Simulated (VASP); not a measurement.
Write the native input for VASP 6.6.1 that does the following.

```yaml
Task: single point
Functional: r2SCAN
Potentials_or_basis: VASP PAW PBE potentials, release 64 (Re)
Cutoff: 520 eV
k_mesh: 17 × 17 × 8
Occupations: fermi-dirac, width 0.1 eV
Spin: no spin polarisation
Dipole_correction: no
Further_INCAR_settings: ALGO = Normal; EDIFF = 1e-07; NBANDS = 14
```

Re:

```xyz
2
Lattice="-1.8794 1.5444 1.3775 1.5444 -1.8794 1.3775 3.4837 3.4837 -1.9910" Properties=species:S:1:pos:R:3 pbc="T T T"
Re   -1.7370    1.4020    1.3775
Re    0.5760    2.5727    0.3820
```

One way to write it, as run:

POSCAR

```
Re
1.0
   -1.8793941496      1.5444253408      1.3774845831
    1.5444253408     -1.8793941496      1.3774845831
    3.4836656533      3.4836656533     -1.9909805698
Re
2
Direct
    0.9583993336      0.0416006664      0.0000000000
    0.7916006664      0.2083993336      0.5000000000
```

INCAR.step1

```
SYSTEM = Re
PREC = Accurate
ENCUT = 520
ISMEAR = -1
SIGMA = 0.1
LREAL = .FALSE.
LASPH = .TRUE.
NELM = 100
NBANDS = 14
GGA = PE
ALGO = Normal
EDIFF = 1E-4
LWAVE = .TRUE.
LCHARG = .FALSE.
```

INCAR.step2

```
SYSTEM = Re
PREC = Accurate
ENCUT = 520
EDIFF = 1E-7
ISMEAR = -1
SIGMA = 0.1
LREAL = .FALSE.
LASPH = .TRUE.
NELM = 100
ALGO = Normal
ISIF = 2
LWAVE = .FALSE.
LCHARG = .TRUE.
METAGGA = R2SCAN
LMIXTAU = .TRUE.
LELF = .TRUE.
LVHAR = .TRUE.
NBANDS = 14
ISTART = 1
```

KPOINTS

```
regular mesh
0
G
  17 17 8
  0 0 0
```

Potentials or basis: VASP PAW PBE potentials, release 64 (Re).

Run with:

```sh
$ cat potpaw_PBE.64/Re/POTCAR > POTCAR
$ cp INCAR.step1 INCAR
$ mpirun -np 1 vasp_std > vasp.out
$ cp INCAR.step2 INCAR
$ mpirun -np 1 vasp_std > vasp.out
```

Results of the run:

```
Pressure               : -14.1 GPa
Band gap on the k mesh : zero (bands 7 and 8 overlap by 3.07 eV)
```

Caveat: the cell stands under tension; the PAW data sets were made with another functional, which shifts forces and pressure a little; spin-orbit coupling is left out, which moves the levels of the heavy elements.

It took 5.8 min on 1 thread of Intel(R) Xeon(R) 6975P-C (Granite Rapids) (shared host), peak memory 0.35 GiB.
